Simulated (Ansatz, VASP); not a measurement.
One calculation of Zn, two programs

```
Zn
1.0
     2.59682    0.00000    0.00000
    -1.29841    2.24891    0.00000
     0.00000    0.00000    4.59748
Zn
2
Direct
  0.33333 0.66667 0.25000
  0.66667 0.33333 0.75000
```

Alike in both runs: functional LDA; k mesh 20 × 20 × 10; occupations fermi-dirac, width 0.05 eV; no spin polarisation.

Ansatz relaxed the structure, and its values are those at the end. VASP's run is a single point on that final structure, the one shown.

```csv
,VASP,Ansatz
version,VASP 6.6.1,Ansatz 0.2.0
potentials or method,"VASP PAW LDA potentials, release 64 (Zn)","PAW with Ansatz's default frozen-core files, scalar-relativistic"
plane-wave cutoff (eV),520,420
valence electrons in the cell,24,24
```

|  | VASP | Ansatz | Ansatz less VASP |
| --- | --- | --- | --- |
| pressure (GPa) | 0.7 | 0.0 | -0.73 |

LDA's correlation is that of Perdew and Zunger in VASP and of Perdew and Wang (1992) in Ansatz.
